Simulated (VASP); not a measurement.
NdAs3Pb2: single point with PBE

NdAs3Pb2:

```
Nd As Pb
1.0
     5.86527    0.00000    0.00000
    -2.93263    5.07947    0.00000
     0.00000    0.00000    5.45387
Nd As Pb
1 3 2
Direct
  0.00000 0.00000 0.00000
  0.50000 0.00000 0.50000
  0.50000 0.50000 0.50000
  0.00000 0.50000 0.50000
  0.33333 0.66667 0.00000
  0.66667 0.33333 0.00000
```

The cell was built from a structure type or drawn by symmetry, and may not be a known phase.

```json
{
  "Program": "VASP 6.6.1",
  "Task": "single point",
  "Functional": "PBE",
  "Potentials or basis": "VASP PAW PBE potentials, release 64 (Nd_3, As, Pb_d), 4f in core",
  "Cutoff": "500 eV",
  "k mesh": "6 × 6 × 8",
  "Occupations": "gaussian, width 0.1 eV",
  "Spin": "no spin polarisation"
}
```

The pressure is 0.0 GPa and the band gap on the k mesh is zero (bands 27 and 28 overlap by 2.12 eV).

Levels at points of the mesh, in eV from the Fermi level:
| k point | band 25 | band 26 | band 27 | band 28 | band 29 | band 30 |
| --- | --- | --- | --- | --- | --- | --- |
| (0.00, 0.00, 0.00) | -2.26 | -0.75 | -0.75 | 0.09 | 0.40 | 0.71 |
| (0.50, 0.00, 0.00) | -1.50 | -1.25 | -1.22 | -1.03 | -0.82 | 1.00 |
| (0.00, 0.00, 0.50) | -1.12 | 0.78 | 0.92 | 0.92 | 1.50 | 1.50 |
| (0.50, 0.00, 0.50) | -1.17 | -0.73 | -0.63 | -0.18 | 0.21 | 0.38 |

Run time: 2.2 min on 1 thread of Intel(R) Xeon(R) 6975P-C (Granite Rapids) (shared host), peak memory 0.39 GiB.

Caveat: spin-orbit coupling is left out, which moves the levels of the heavy elements; the 4f electrons are frozen in the core, so they carry no moment and show no levels. Spin polarisation is off, so any magnetic state and its effect on volume and gap are missing.
